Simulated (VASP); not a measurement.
# CuO (Cccm) in VASP: further runs

Aim: see how the results for CuO move with the level of theory and the settings. Levels: PBE+U, PBEsol+U, LDA, BLYP, PBE. Tasks: single point, relaxation of cell and atoms.

Program: VASP 6.6.1. These are calculated values, not measurements. Logs are shortened: lines on timing, memory, paths and dates and some standing lists are left out, and cuts for length are marked.

## Step 1: The cell of the first run

Symmetry: Cccm, No. 66, orthorhombic system. The conventional cell has a = 3.982 Å, b = 4.307 Å, c = 5.156 Å, α = 90.00°, β = 90.00°, γ = 90.00°. Cu (site symmetry 2/m) has 4 O at 1.95 Å within 2.6 Å. O (site symmetry 222) has 4 Cu at 1.95 Å and 2 O at 2.58 Å within 2.6 Å.

## Step 2: Single point, PBE+U

INCAR

```
ALGO     = Normal         # electronic algorithm
EDIFF    = 1E-6           # SCF threshold, eV
ENCUT    = 520            # plane-wave cutoff, eV
GGA      = PE             # functional
ISIF     = 2              # what is computed and relaxed
ISMEAR   = -1             # smearing method
LASPH    = True           # aspherical terms in the spheres
LCHARG   = False          # write CHGCAR
LDAU     = True           # DFT+U
LDAUJ    = 0 0          
LDAUL    = 2 -1           # shell
LDAUPRINT= 1            
LDAUTYPE = 2            
LDAUU    = 5.3 0          # U, eV
LMAXMIX  = 4              # l up to which the mixer works
LREAL    = False          # projectors in reciprocal space
LWAVE    = False          # write WAVECAR
NBANDS   = 25             # bands
NELM     = 150            # most SCF steps
PREC     = Accurate       # precision mode
SIGMA    = 0.05           # smearing width, eV
```

KPOINTS

```
k-points
0
Gamma
  9 9 5
```

POSCAR

```
CuO
1.0
    1.9909680000     -2.1535500000      0.0000000000
    1.9909680000      2.1535500000      0.0000000000
    0.0000000000      0.0000000000      5.1559280000
Cu O
2 2
Direct
    0.5000000000      0.0000000000      0.0000000000
    0.0000000000      0.5000000000      0.5000000000
    0.5000000000      0.5000000000      0.2500000000
    0.5000000000      0.5000000000      0.7500000000
```

Potentials or basis: VASP PAW PBE potentials, release 64 (Cu, O).

On the command line:

```bash
> cat potpaw_PBE.64/Cu/POTCAR potpaw_PBE.64/O/POTCAR > POTCAR
> mpirun -np 1 vasp_std > vasp.out
```

OUTCAR:

```text
EDIFF = 1E-6
   ENCUT = 520
   GGA = PE
   ISIF = 2
   ISMEAR = -1
   LASPH = True
   LREAL = False
   NELM = 150
   PREC = Accurate

 ion  position               nearest neighbor table
   1  0.500  0.000  0.000-   3 1.95   4 1.95   3 1.95   4 1.95
   2  0.000  0.500  0.500-   3 1.95   4 1.95   3 1.95   4 1.95
   3  0.500  0.500  0.250-   1 1.95   2 1.95   1 1.95   2 1.95
   4  0.500  0.500  0.750-   1 1.95   2 1.95   1 1.95   2 1.95

  LATTYP: Found a base centered orthorhombic cell.
 ALAT       =     3.9819360000
 B/A-ratio  =     1.0816597755
 C/A-ratio  =     1.2948294498

  Lattice vectors:

 A1 = (   1.9909680000,  -2.1535500000,   0.0000000000)
 A2 = (   1.9909680000,   2.1535500000,   0.0000000000)
 A3 = (   0.0000000000,   0.0000000000,   5.1559280000)

Analysis of symmetry for initial positions (statically):
=====================================================================
 Subroutine PRICEL returns:
 Original cell was already a primitive cell.

 Routine SETGRP: Setting up the symmetry group for a
 base centered orthorhombic supercell.

 Subroutine GETGRP returns: Found  8 space group operations
 (whereof  4 operations were pure point group operations)
 out of a pool of  8 trial point group operations.

The static configuration has the point symmetry C_2h.
 The point group associated with its full space group is D_2h.

Analysis of symmetry for dynamics (positions and initial velocities):
=====================================================================
 Subroutine PRICEL returns:
 Original cell was already a primitive cell.

 Routine SETGRP: Setting up the symmetry group for a
 base centered orthorhombic supercell.

 Subroutine GETGRP returns: Found  8 space group operations
 (whereof  4 operations were pure point group operations)
 out of a pool of  8 trial point group operations.

The dynamic configuration has the point symmetry C_2h.
 The point group associated with its full space group is D_2h.

 Subroutine INISYM returns: Found  8 space group operations
 (whereof  4 operations are pure point group operations),
 and found     1 'primitive' translations

----------------------------------------------------------------------------------------

                                     Primitive cell

  volume of cell :      44.2136

  direct lattice vectors                    reciprocal lattice vectors
     1.990968000 -2.153550000  0.000000000     0.251134122 -0.232174781  0.000000000
     1.990968000  2.153550000  0.000000000     0.251134122  0.232174781  0.000000000
     0.000000000  0.000000000  5.155928000     0.000000000  0.000000000  0.193951506

  length of vectors
     2.932870809  2.932870809  5.155928000     0.342013854  0.342013854  0.193951506

  position of ions in fractional coordinates (direct lattice)
     0.500000000  0.000000000  0.000000000
     0.000000000  0.500000000  0.500000000
     0.500000000  0.500000000  0.250000000
     0.500000000  0.500000000  0.750000000

  ion indices of the primitive-cell ions
[... 101 lines left out ...]
   LORBIT       =      0    0 simple, 1 ext, 2 COOP (PROOUT), +10 PAW based schemes
 LDA+U is selected, type is set to LDAUTYPE =  2
   angular momentum for each species LDAUL =     2   -1
   U (eV)           for each species LDAUU =   5.3  0.0
   J (eV)           for each species LDAUJ =   0.0  0.0
   GGA     = PE    functional components
   LHFCALC =     F    Hartree Fock is set to
   AEXX    =    0.0000 exact exchange contribution
   IVDW    =     0    specifies the selected vdW correction
   LEPSILON=     F    determine dielectric tensor
   LRPA    =     F    only Hartree local field effects (RPA)
 non-spin polarized calculation
  energy-cutoff  :      520.00
  volume of cell :       44.21
 maximum number of plane-waves:      1209
 NGX is ok and might be reduce to    24
   NGX = 11   NGY = 11   NGZ = 19

atom =   1  type =  1  l = 2

 onsite density matrix

spin component  1

  0.9494  0.0000 -0.0136  0.0000  0.0002
  0.0000  0.8759  0.0000 -0.0832  0.0000
 -0.0136  0.0000  0.9704  0.0000  0.0003
  0.0000 -0.0832  0.0000  0.8881  0.0000
  0.0002  0.0000  0.0003  0.0000  0.9656

spin component  2

  0.9494  0.0000 -0.0136  0.0000  0.0002
  0.0000  0.8759  0.0000 -0.0832  0.0000
 -0.0136  0.0000  0.9704  0.0000  0.0003
  0.0000 -0.0832  0.0000  0.8881  0.0000
  0.0002  0.0000  0.0003  0.0000  0.9656

 occupancies and eigenvectors

  o =  0.7986  v = -0.0000 -0.7324 -0.0000 -0.6809 -0.0000  0.0000  0.0000  0.0000  0.0000  0.0000      0.0000  0.0000  0.0000  0.0000  0.0000  0.0000  0.0000  0.0000  0.0000  0.0000
  o =  0.7986  v =  0.0000  0.0000  0.0000  0.0000  0.0000 -0.0000 -0.7324 -0.0000 -0.6809 -0.0000      0.0000  0.0000  0.0000  0.0000  0.0000  0.0000  0.0000  0.0000  0.0000  0.0000
  o =  0.9427  v =  0.8980  0.0000  0.4397 -0.0000 -0.0154  0.0000  0.0000  0.0000  0.0000  0.0000      0.0000  0.0000  0.0000  0.0000  0.0000  0.0000  0.0000  0.0000  0.0000  0.0000
  o =  0.9427  v =  0.0000  0.0000  0.0000  0.0000  0.0000  0.8980  0.0000  0.4397 -0.0000 -0.0154      0.0000  0.0000  0.0000  0.0000  0.0000  0.0000  0.0000  0.0000  0.0000  0.0000
  o =  0.9654  v = -0.0000  0.6809  0.0000 -0.7324  0.0000  0.0000  0.0000  0.0000  0.0000  0.0000      0.0000  0.0000  0.0000  0.0000  0.0000  0.0000  0.0000  0.0000  0.0000  0.0000
  o =  0.9654  v =  0.0000  0.0000  0.0000  0.0000  0.0000 -0.0000  0.6809  0.0000 -0.7324  0.0000      0.0000  0.0000  0.0000  0.0000  0.0000  0.0000  0.0000  0.0000  0.0000  0.0000
  o =  0.9656  v =  0.0000  0.0000  0.0000  0.0000  0.0000 -0.0212  0.0000  0.0083 -0.0000 -0.9997      0.0000  0.0000  0.0000  0.0000  0.0000  0.0000  0.0000  0.0000  0.0000  0.0000
  o =  0.9656  v = -0.0212  0.0000  0.0083 -0.0000 -0.9997  0.0000  0.0000  0.0000  0.0000  0.0000      0.0000  0.0000  0.0000  0.0000  0.0000  0.0000  0.0000  0.0000  0.0000  0.0000
  o =  0.9771  v =  0.0000  0.0000  0.0000  0.0000  0.0000 -0.4394 -0.0000  0.8981  0.0000  0.0168      0.0000  0.0000  0.0000  0.0000  0.0000  0.0000  0.0000  0.0000  0.0000  0.0000
  o =  0.9771  v = -0.4394 -0.0000  0.8981  0.0000  0.0168  0.0000  0.0000  0.0000  0.0000  0.0000      0.0000  0.0000  0.0000  0.0000  0.0000  0.0000  0.0000  0.0000  0.0000  0.0000

atom =   2  type =  1  l = 2

 onsite density matrix

spin component  1

  0.9494  0.0000  0.0136  0.0000 -0.0002
  0.0000  0.8759  0.0000  0.0832  0.0000
  0.0136  0.0000  0.9704  0.0000  0.0003
  0.0000  0.0832  0.0000  0.8881  0.0000
 -0.0002  0.0000  0.0003  0.0000  0.9656

spin component  2

  0.9494  0.0000  0.0136  0.0000 -0.0002
  0.0000  0.8759  0.0000  0.0832  0.0000
  0.0136  0.0000  0.9704  0.0000  0.0003
  0.0000  0.0832  0.0000  0.8881  0.0000
 -0.0002  0.0000  0.0003  0.0000  0.9656

 occupancies and eigenvectors

  o =  0.7986  v =  0.0000 -0.7324 -0.0000  0.6809  0.0000  0.0000  0.0000  0.0000  0.0000  0.0000      0.0000  0.0000  0.0000  0.0000  0.0000  0.0000  0.0000  0.0000  0.0000  0.0000
  o =  0.7986  v =  0.0000  0.0000  0.0000  0.0000  0.0000  0.0000 -0.7324 -0.0000  0.6809  0.0000      0.0000  0.0000  0.0000  0.0000  0.0000  0.0000  0.0000  0.0000  0.0000  0.0000
  o =  0.9427  v =  0.8980 -0.0000 -0.4397 -0.0000  0.0154  0.0000  0.0000  0.0000  0.0000  0.0000      0.0000  0.0000  0.0000  0.0000  0.0000  0.0000  0.0000  0.0000  0.0000  0.0000
  o =  0.9427  v =  0.0000  0.0000  0.0000  0.0000  0.0000  0.8980 -0.0000 -0.4397 -0.0000  0.0154      0.0000  0.0000  0.0000  0.0000  0.0000  0.0000  0.0000  0.0000  0.0000  0.0000
  o =  0.9654  v =  0.0000  0.6809  0.0000  0.7324 -0.0000  0.0000  0.0000  0.0000  0.0000  0.0000      0.0000  0.0000  0.0000  0.0000  0.0000  0.0000  0.0000  0.0000  0.0000  0.0000
  o =  0.9654  v =  0.0000  0.0000  0.0000  0.0000  0.0000  0.0000  0.6809  0.0000  0.7324 -0.0000      0.0000  0.0000  0.0000  0.0000  0.0000  0.0000  0.0000  0.0000  0.0000  0.0000
  o =  0.9656  v =  0.0000  0.0000  0.0000  0.0000  0.0000  0.0212 -0.0000  0.0083 -0.0000 -0.9997      0.0000  0.0000  0.0000  0.0000  0.0000  0.0000  0.0000  0.0000  0.0000  0.0000
  o =  0.9656  v =  0.0212 -0.0000  0.0083 -0.0000 -0.9997  0.0000  0.0000  0.0000  0.0000  0.0000      0.0000  0.0000  0.0000  0.0000  0.0000  0.0000  0.0000  0.0000  0.0000  0.0000
  o =  0.9771  v =  0.0000  0.0000  0.0000  0.0000  0.0000 -0.4394  0.0000 -0.8981  0.0000 -0.0168      0.0000  0.0000  0.0000  0.0000  0.0000  0.0000  0.0000  0.0000  0.0000  0.0000
  o =  0.9771  v = -0.4394  0.0000 -0.8981  0.0000 -0.0168  0.0000  0.0000  0.0000  0.0000  0.0000      0.0000  0.0000  0.0000  0.0000  0.0000  0.0000  0.0000  0.0000  0.0000  0.0000

 number of electron      33.9999999 magnetization

 Free energy of the ion-electron system (eV)
  ---------------------------------------------------
  ext. energy  EPLUGINS =         0.00000000
  ---------------------------------------------------
  free energy    TOTEN  =       -16.16648746 eV

  energy without entropy =      -16.14713407  energy(sigma->0) =      -16.15681076

 E-fermi :   4.3950     XC(G=0): -11.2502

 val. band max:        4.3833848099   @ k =  -0.3333   0.1111   0.0000
 cond. band min:       4.3966921546   @ k =   0.1111   0.1111   0.4000
 fundamental gap:      0.0133073447
 Fermi energy:         4.3949765616

 k-point     1 :       0.0000    0.0000    0.0000
  band No.  band energies     occupation
      1     -15.0315      2.00000
      2     -13.7187      2.00000
      3      -3.5940      2.00000
      4      -1.1869      2.00000
      5      -1.0339      2.00000
      6      -0.0891      2.00000
[... 661 lines left out ...]
     24      16.3705      0.00000
     25      16.4021      0.00000

 [... further k-points ...]

------------------------ aborting loop because EDIFF is reached ----------------------------------------

  FORCE on cell =-STRESS in cart. coord.  units (eV):
  Direction    XX          YY          ZZ          XY          YZ          ZX
  --------------------------------------------------------------------------------------
  -------------------------------------------------------------------------------------
  Total       -0.0498427     -0.2247853     -0.2984599     -0.0000000      0.0000000      0.0000000
  in kB       -1.8061579     -8.1455871    -10.8153485     -0.0000000      0.0000000      0.0000000
  external PRESSURE =      -6.9223645 kB  Pullay stress =       0.0000000 kB

 VOLUME and BASIS-vectors are now :
 -----------------------------------------------------------------------------
  energy-cutoff  :      520.00
  volume of cell :       44.21
      direct lattice vectors                 reciprocal lattice vectors
     1.990968000 -2.153550000  0.000000000     0.251134122 -0.232174781  0.000000000
     1.990968000  2.153550000  0.000000000     0.251134122  0.232174781  0.000000000
     0.000000000  0.000000000  5.155928000     0.000000000  0.000000000  0.193951506

 POSITION                                       TOTAL-FORCE (eV/Angst)
 -----------------------------------------------------------------------------------
      0.99548     -1.07678      0.00000         0.000000      0.000000      0.000000
      0.99548      1.07678      2.57796         0.000000      0.000000      0.000000
      1.99097      0.00000      1.28898         0.000000     -0.000000      0.000000
      1.99097      0.00000      3.86695         0.000000     -0.000000      0.000000
 -----------------------------------------------------------------------------------
    total drift:                                0.000000     -0.000000     -0.000000

  FREE ENERGIE OF THE ION-ELECTRON SYSTEM (eV)
  ---------------------------------------------------
  free  energy   TOTEN  =       -16.1664874572 eV

  energy  without entropy=      -16.1471340725  energy(sigma->0) =      -16.15681076
```

Wall time 62 s (1 thread of Intel Xeon 6975P-C, shared host); peak memory 0.2 GiB.

Results:

* Free energy: -16.1665 eV
* Pressure: -0.7 GPa
* Band gap on the k mesh: zero (band 17 reaches 5.00 eV, above the bottom of band 18 at 4.09 eV)

Eigenvalues of the final occupation matrices:
| site | spin | trace | eigenvalues |
| --- | --- | --- | --- |
| site 1 d | 1 | 4.65 | 0.80 0.94 0.97 0.97 0.98 |
| site 1 d | 2 | 4.65 | 0.80 0.94 0.97 0.97 0.98 |
| site 2 d | 1 | 4.65 | 0.80 0.94 0.97 0.97 0.98 |
| site 2 d | 2 | 4.65 | 0.80 0.94 0.97 0.97 0.98 |

Caveat: U without spin polarisation on a metal has little footing.

## Step 3: Single point, PBEsol+U

INCAR

```
SYSTEM = CuO
PREC = Accurate
ENCUT = 520
EDIFF = 1E-6
ISMEAR = -1
SIGMA = 0.05
LREAL = .False.
LASPH = .True.
NELM = 150
ALGO = Normal
ISIF = 2
LWAVE = .False.
LCHARG = .True.
LMAXMIX = 4
LDAU = .True.
LDAUTYPE = 2
LDAUL = 2 -1
LDAUU = 4.5 0
LDAUJ = 0 0
LDAUPRINT = 1
GGA = PS
LELF = .True.
LVHAR = .True.
NBANDS = 25
```

KPOINTS

```
Automatic mesh
0
Gamma
  9 9 5
  0 0 0
```

POSCAR is that of step 2.

Potentials or basis: VASP PAW PBE potentials, release 64 (Cu, O).

On the command line:

```bash
> cat potpaw_PBE.64/Cu/POTCAR potpaw_PBE.64/O/POTCAR > POTCAR
> mpirun -np 1 vasp_std > vasp.out
```

OUTCAR:

```text
SYSTEM = CuO
   PREC = Accurate
   ENCUT = 520
   EDIFF = 1E-6
   ISMEAR = -1
   LREAL = .False.
   LASPH = .True.
   NELM = 150
   ISIF = 2
   GGA = PS

 ion  position               nearest neighbor table
   1  0.500  0.000  0.000-   3 1.95   4 1.95   3 1.95   4 1.95
   2  0.000  0.500  0.500-   3 1.95   4 1.95   3 1.95   4 1.95
   3  0.500  0.500  0.250-   1 1.95   2 1.95   1 1.95   2 1.95
   4  0.500  0.500  0.750-   1 1.95   2 1.95   1 1.95   2 1.95

  LATTYP: Found a base centered orthorhombic cell.
 ALAT       =     3.9819360000
 B/A-ratio  =     1.0816597755
 C/A-ratio  =     1.2948294498

  Lattice vectors:

 A1 = (   1.9909680000,  -2.1535500000,   0.0000000000)
 A2 = (   1.9909680000,   2.1535500000,   0.0000000000)
 A3 = (   0.0000000000,   0.0000000000,   5.1559280000)

Analysis of symmetry for initial positions (statically):
=====================================================================
 Subroutine PRICEL returns:
 Original cell was already a primitive cell.

 Routine SETGRP: Setting up the symmetry group for a
 base centered orthorhombic supercell.

[... 241 lines left out ...]

 E-fermi :   4.2958     XC(G=0): -11.5439

 val. band max:        4.2913863668   @ k =   0.1111   0.1111   0.4000
 cond. band min:       4.3167839010   @ k =  -0.4444   0.2222   0.4000
 fundamental gap:      0.0253975343
 Fermi energy:         4.2958389339

 k-point     1 :       0.0000    0.0000    0.0000
  band No.  band energies     occupation
      1     -15.1123      2.00000
      2     -13.7713      2.00000
      3      -3.7567      2.00000
      4      -1.2785      2.00000
      5      -1.1204      2.00000
      6      -0.0388      2.00000
[... 661 lines left out ...]
     24      16.0806      0.00000
     25      16.1050      0.00000

 [... further k-points ...]

------------------------ aborting loop because EDIFF is reached ----------------------------------------

  FORCE on cell =-STRESS in cart. coord.  units (eV):
  Direction    XX          YY          ZZ          XY          YZ          ZX
  --------------------------------------------------------------------------------------
  -------------------------------------------------------------------------------------
  Total       -1.7716584     -2.1095924     -2.6360068      0.0000000      0.0000000      0.0000000
  in kB      -64.1999193    -76.4456980    -95.5214776      0.0000000      0.0000000      0.0000000
  external PRESSURE =     -78.7223650 kB  Pullay stress =       0.0000000 kB

 VOLUME and BASIS-vectors are now :
 -----------------------------------------------------------------------------
  energy-cutoff  :      520.00
  volume of cell :       44.21
      direct lattice vectors                 reciprocal lattice vectors
     1.990968000 -2.153550000  0.000000000     0.251134122 -0.232174781  0.000000000
     1.990968000  2.153550000  0.000000000     0.251134122  0.232174781  0.000000000
     0.000000000  0.000000000  5.155928000     0.000000000  0.000000000  0.193951506

 POSITION                                       TOTAL-FORCE (eV/Angst)
 -----------------------------------------------------------------------------------
      0.99548     -1.07678      0.00000         0.000000      0.000000      0.000000
      0.99548      1.07678      2.57796        -0.000000      0.000000      0.000000
      1.99097      0.00000      1.28898        -0.000000     -0.000000      0.000000
      1.99097      0.00000      3.86695        -0.000000     -0.000000      0.000000
 -----------------------------------------------------------------------------------
    total drift:                                0.000000     -0.000000     -0.000000

  FREE ENERGIE OF THE ION-ELECTRON SYSTEM (eV)
  ---------------------------------------------------
  free  energy   TOTEN  =       -18.3740878828 eV

  energy  without entropy=      -18.3548926490  energy(sigma->0) =      -18.36449027
```

It took 63 s on 1 thread of Intel Xeon 6975P-C, shared host; peak memory 0.2 GiB.

Results:

```
Free energy            : -18.3741 eV
Pressure               : -7.9 GPa
Band gap on the k mesh : zero (band 17 reaches 4.91 eV, above the bottom of band 18 at 3.99 eV)
```

Eigenvalues of the final occupation matrices:
```tsv
site	spin	trace	eigenvalues
site 1 d	1	4.64	0.80 0.94 0.96 0.96 0.98
site 1 d	2	4.64	0.80 0.94 0.96 0.96 0.98
site 2 d	1	4.64	0.80 0.94 0.96 0.96 0.98
site 2 d	2	4.64	0.80 0.94 0.96 0.96 0.98
```

Caveat: the PAW data sets were made with another functional, which shifts forces and pressure a little; U without spin polarisation on a metal has little footing.

(Continued in part 2 of 2.)
